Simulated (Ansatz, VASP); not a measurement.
# Cu: VASP beside Ansatz

```
Cu
1.0
     1.18852   -3.46030    0.00000
     1.18852    3.46030    0.00000
    -0.10093    0.00000    2.86168
Cu
2
Direct
  0.86900 0.13100 0.25000
  0.13100 0.86900 0.75000
```

Alike in both runs: task relaxation of cell and atoms; functional PBE; k mesh 8 × 8 × 6; occupations gaussian, width 0.1 eV; no spin polarisation.

|  | VASP | Ansatz |
| --- | --- | --- |
| version | VASP 6.6.1 | Ansatz 0.2.0 |
| potentials or method | VASP PAW PBE potentials, release 64 (Cu), cutoff 600 eV | scalar-relativistic, plane waves, PAW |
| valence electrons in the cell | 22 | 38 |

|  | VASP | Ansatz | Ansatz less VASP |
| --- | --- | --- | --- |
| gap on the k mesh at the Fermi level, each at its own relaxed structure (eV) | none | none | - |
| relaxed volume (Å³/atom) | 12.58 | 12.14 | -0.445 |
| relaxed length of the cell vector where the two differ most in proportion (Å) | 2.515 | 2.701 | +0.1858 |

A gap of «none» marks a metal or a gap that the smearing closes. VASP's potentials hold 22 valence electrons a cell and Ansatz's 38, so a difference there can come from the potentials and not from the codes.

The k mesh is coarse, so the values compare programs but aren't converged.
